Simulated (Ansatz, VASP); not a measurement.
**F in VASP and in Ansatz**

```
F
1.0
    12.00000    0.00000    0.00000
     0.00000   12.30000    0.00000
     0.00000    0.00000   12.60000
F
2
Direct
  0.50000 0.50000 0.44349
  0.50000 0.50000 0.55651
```

Alike in both runs: functional RPBE; k mesh 1 × 1 × 1; occupations fermi-dirac, width 0.01 eV; no spin polarisation.

Ansatz relaxed the structure, and its values are those at the end. VASP's run is a single point on that final structure, the one shown.

|  | VASP | Ansatz |
| --- | --- | --- |
| version | VASP 6.6.1 | Ansatz 0.2.0 |
| potentials or method | VASP PAW PBE potentials, release 64 (F_h), cutoff 1010 eV | plane waves (420 eV) with PAW, scalar-relativistic |
| valence electrons in the cell | 14 | 14 |

Ansatz gave:

- rms of the force components (eV/Å): 0.002

Question: What did VASP give for the same quantities?

Answer: rms of the force components (eV/Å): 0.003.

VASP's potentials were made for PBE, not for RPBE.
